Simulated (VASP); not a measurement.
Set up this calculation in VASP 6.6.1, as the native input.

```yaml
Task: single point
Functional: r2SCAN
Potentials_or_basis: VASP PAW PBE potentials, release 64 (Ga_d, N)
Cutoff: 520 eV
k_mesh: 8 × 8 × 4
Occupations: gaussian, width 0.01 eV
Spin: no spin polarisation
Dipole_correction: no
Further_INCAR_settings: ALGO = Normal; EDIFF = 1e-06; NBANDS = 26
```

GaN:

```
CELL_PARAMETERS angstrom
3.19410 0.00000 0.00000
-1.59705 2.76617 0.00000
0.00000 0.00000 5.20114
ATOMIC_POSITIONS crystal
Ga 0.33333 0.66667 0.99910
Ga 0.66667 0.33333 0.49910
N 0.33333 0.66667 0.37590
N 0.66667 0.33333 0.87590
```

These files were run (other wordings do the same):

POSCAR

```
GaN
1.0
    3.1940996559      0.0000000000      0.0000000000
   -1.5970498280      2.7661714442      0.0000000000
    0.0000000000      0.0000000000      5.2011359953
Ga N
2 2
Direct
    0.3333333333      0.6666666667     -0.0009013798
    0.6666666667      0.3333333333      0.4990986202
    0.3333333333      0.6666666667      0.3759013798
    0.6666666667      0.3333333333      0.8759013798
```

INCAR.step1

```
SYSTEM = GaN
PREC     = Accurate       ! precision mode
ENCUT    = 520            ! plane-wave cutoff, eV
ISMEAR   = 0              ! smearing method
SIGMA    = 0.01           ! smearing width, eV
LREAL    = .FALSE.        ! projectors in reciprocal space
LASPH    = .TRUE.         ! aspherical terms in the spheres
NELM     = 80             ! most SCF steps
NBANDS   = 26             ! bands
GGA      = PE             ! functional
ALGO     = Normal         ! electronic algorithm
EDIFF    = 1E-4           ! SCF threshold, eV
LWAVE    = .TRUE.         ! write WAVECAR
LCHARG   = .FALSE.        ! write CHGCAR
```

INCAR.step2

```
SYSTEM = GaN
PREC     = Accurate       ! precision mode
ENCUT    = 520            ! plane-wave cutoff, eV
EDIFF    = 1E-6           ! SCF threshold, eV
ISMEAR   = 0              ! smearing method
SIGMA    = 0.01           ! smearing width, eV
LREAL    = .FALSE.        ! projectors in reciprocal space
LASPH    = .TRUE.         ! aspherical terms in the spheres
NELM     = 80             ! most SCF steps
ALGO     = Normal         ! electronic algorithm
ISIF     = 2              ! what is computed and relaxed
LWAVE    = .FALSE.        ! write WAVECAR
LCHARG   = .FALSE.        ! write CHGCAR
METAGGA  = R2SCAN         ! meta-GGA
LMIXTAU  = .TRUE.       
NBANDS   = 26             ! bands
ISTART   = 1
```

KPOINTS

```
Automatic mesh
0
G
  8 8 4
  0 0 0
```

Potentials or basis: VASP PAW PBE potentials, release 64 (Ga_d, N).

Launch:

```bash
$ cat potpaw_PBE.64/Ga_d/POTCAR potpaw_PBE.64/N/POTCAR > POTCAR
$ cp INCAR.step1 INCAR
$ mpirun -np 1 vasp_std > vasp.out
$ cp INCAR.step2 INCAR
$ mpirun -np 1 vasp_std > vasp.out
```

It gave:

- Pressure: -0.9 GPa
- Largest force: 0.004 eV/Å
- Band gap on the k mesh: 2.27 eV, direct

Caveat: the PAW data sets were made with another functional, which shifts forces and pressure a little.

Run time: 57 s on 1 thread of Intel(R) Xeon(R) 6975P-C (Granite Rapids) (shared host), peak memory 0.18 GiB.
